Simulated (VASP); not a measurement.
A run of VASP 6.6.1 is set up as follows.

File INCAR:

```
SYSTEM = LaSi2C2
PREC = Accurate
ENCUT = 520
EDIFF = 1E-6
ISMEAR = 1
SIGMA = 0.00805
LREAL = .FALSE.
LASPH = .TRUE.
NELM = 80
ALGO = Normal
ISIF = 2
LWAVE = .FALSE.
LCHARG = .FALSE.
GGA = RE
NBANDS = 38
```

The input KPOINTS:

```
regular mesh
0
G
  4 4 2
  0 0 0
```

POSCAR

```
LaSi2C2
1.0
    4.1398480000      0.0000000000      0.0000000000
    0.0000000000      4.1398480000      0.0000000000
    0.0000000000      0.0000000000      8.5831060000
C La Si
4 2 4
Direct
    0.1730000000      0.5000000000      0.2500000000
    0.5000000000      0.8270000000      0.7500000000
    0.8270000000      0.5000000000      0.2500000000
    0.5000000000      0.1730000000      0.7500000000
    0.0000000000      0.0000000000      0.0000000000
    0.0000000000      0.0000000000      0.5000000000
    0.5000000000      0.2260000000      0.2500000000
    0.2260000000      0.5000000000      0.7500000000
    0.5000000000      0.7740000000      0.2500000000
    0.7740000000      0.5000000000      0.7500000000
```

Potentials or basis: VASP PAW PBE potentials, release 64 (C, La, Si).

Launch:

```sh
$ cat potpaw_PBE.64/C/POTCAR potpaw_PBE.64/La/POTCAR potpaw_PBE.64/Si/POTCAR > POTCAR
$ mpirun -np 1 vasp_std > vasp.out
```

(1) Predict the band gap on the k mesh.

(2) Predict the pressure.

(3) What does it give for the largest force?

Results:

(1) zero (bands 27 and 28 overlap by 1.20 eV).

(2) 27.2 GPa.

(3) 4.295 eV/Å.

Caveat: the k points lie up to 0.38 Å⁻¹ apart, too coarse for converged energies and pressures of a metal; the PAW data sets were made with another functional, which shifts forces and pressure a little; spin-orbit coupling is left out, which moves the levels of the heavy elements.
